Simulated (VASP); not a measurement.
Input of a VASP 6.6.1 run:

POSCAR

```
Mg2Sn
1.0
    0.0000000000      3.2076724381      3.2076724381
    3.2076724381      0.0000000000      3.2076724381
    3.2076724381      3.2076724381      0.0000000000
Mg Sn
2 1
Direct
    0.2500000000      0.2500000000      0.2500000000
    0.7500000000      0.7500000000      0.7500000000
    0.0000000000      0.0000000000      0.0000000000
```

Contents of INCAR.step1:

```
PREC = Accurate ; ENCUT = 660
ISMEAR = 0 ; SIGMA = 0.01
LREAL = F ; LASPH = T
NELM = 120 ; NBANDS = 16
GGA = PE ; ALGO = Normal
EDIFF = 1E-5 ; LWAVE = T
LCHARG = F ; GGA_COMPAT = F
```

Contents of INCAR.step2:

```
PREC = Accurate ; ENCUT = 660
EDIFF = 1E-6 ; ISMEAR = 0
SIGMA = 0.01 ; LREAL = F
LASPH = T ; NELM = 120
ALGO = Normal ; ISIF = 2
LWAVE = F ; LCHARG = F
METAGGA = R2SCAN ; LMIXTAU = T
NBANDS = 16 ; ISTART = 1
GGA_COMPAT = F
```

File KPOINTS:

```
regular mesh
0
Gamma
  12 12 12
```

Potentials or basis: VASP PAW PBE potentials, release 64 (Mg, Sn_d).

The run is started by

```sh
$ cat potpaw_PBE.64/Mg/POTCAR potpaw_PBE.64/Sn_d/POTCAR > POTCAR
$ cp INCAR.step1 INCAR
$ mpirun -np 1 vasp_std > vasp.out
$ cp INCAR.step2 INCAR
$ mpirun -np 1 vasp_std > vasp.out
```

Task: What does it give for the pressure?

Result: 9.8 GPa.

Caveat: the cell stands under pressure; the PAW data sets were made with another functional, which shifts forces and pressure a little.
